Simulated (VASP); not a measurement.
InAs, 2 atoms in the cell. Symmetry: F-43m, No. 216, cubic system. Conventional cell: a = 6.088 Å, b = 6.088 Å, c = 6.088 Å, α = 90.00°, β = 90.00°, γ = 90.00°. In (site symmetry -43m) has 4 As at 2.64 Å within 3.5 Å. Within 3.5 Å of As (site symmetry -43m) lie 4 In at 2.64 Å. 

- Program: VASP 6.6.1
- Task: density of states
- Functional: PBEsol
- Potentials or basis: VASP PAW PBE potentials, release 64 (In_d, As)
- Cutoff: 520 eV
- k mesh: 12 × 12 × 12
- Occupations: gaussian, width 0.1 eV
- Spin: no spin polarisation
- Dipole correction: no
- k mesh for the DOS: 18 × 18 × 18
- Occupations for the DOS: tetrahedron
- Further INCAR settings: ALGO = Normal; EDIFF = 1e-07; NBANDS = 16

Potentials or basis: VASP PAW PBE potentials, release 64 (In_d, As).

Launch:

```console
$ cat potpaw_PBE.64/In_d/POTCAR potpaw_PBE.64/As/POTCAR > POTCAR
$ cp INCAR.step1 INCAR
$ cp KPOINTS.step1 KPOINTS
$ mpirun -np 1 vasp_std > vasp.out
$ cp INCAR.step2 INCAR
$ cp KPOINTS.step2 KPOINTS
$ mpirun -np 1 vasp_std > vasp.out
```

Hardware: 1 thread of AMD EPYC 7R43 64-Core Processor (Zen 3), with other jobs on the host.

**Question.** How long does it take, and how much memory?

**Answer.** It took 3.2 min on 1 thread of AMD EPYC 7R43 64-Core Processor (Zen 3) (shared host), peak memory 0.27 GiB. Counts: k points 195.
